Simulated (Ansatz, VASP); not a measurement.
**EuSi2Pd3 in VASP and in Ansatz**

```
Eu Pd Si
1.0
    -3.57415    5.03715    2.87530
     3.57415   -5.03715    2.87530
     3.57415    5.03715   -2.87530
Eu Pd Si
2 6 4
Cartesian
  0.0000 2.5186 4.1140
  3.5741 2.5186 -1.2387
  2.1087 0.0000 0.0000
  5.0396 0.0000 0.0000
  1.4654 0.0000 2.8753
  2.1087 5.0371 0.0000
  1.7871 2.5186 1.4377
  -1.7871 2.5186 1.4377
  0.0000 0.7918 1.0650
  3.5741 4.2453 1.8103
  0.0000 4.2453 1.0650
  3.5741 0.7918 1.8103
```

Alike in both runs: task single point; functional PBE; k mesh 3 × 3 × 3; occupations gaussian, width 0.05 eV; collinear spin; Hubbard terms Eu f U = 6.0 eV.

```csv
,VASP,Ansatz
version,VASP 6.6.1,Ansatz 0.2.0
potentials or method,"VASP PAW PBE potentials, release 64 (Eu, Pd, Si), cutoff 520 eV","scalar-relativistic, plane waves, PAW"
valence electrons in the cell,110,158
```

Ansatz gave:

```
gap on the k mesh at the Fermi level (eV)                     : none
pressure (GPa)                                                : 3.3
traceless stress, the component that is largest in VASP (GPa) : -1.42
rms of the force components (eV/Å)                            : 0.047
net moment per atom (μB)                                      : 1.21
size of the moment on the site where the two differ most (μB) : 6.94
```

What did VASP give for the same quantities?

gap on the k mesh at the Fermi level (eV): none; pressure (GPa): 3.4; traceless stress, the component that is largest in VASP (GPa): -1.43; rms of the force components (eV/Å): 0.048; net moment per atom (μB): 1.21; size of the moment on the site where the two differ most (μB): 6.75.

Site moments also hang on the region over which each program counts them. The programs project onto different local orbitals, so the same U acts differently, and such runs can settle in different states. Atom by atom the forces differ by 0.004 eV/Å (rms over components). A gap of «none» marks a metal or a gap that the smearing closes. VASP's potentials hold 110 valence electrons a cell and Ansatz's 158, so a difference there can come from the potentials and not from the codes. Ansatz's warnings: filled band counts differ across k points, stability check not made.

The k mesh is coarse, so the values compare programs but aren't converged. Neither program's run includes spin-orbit coupling.
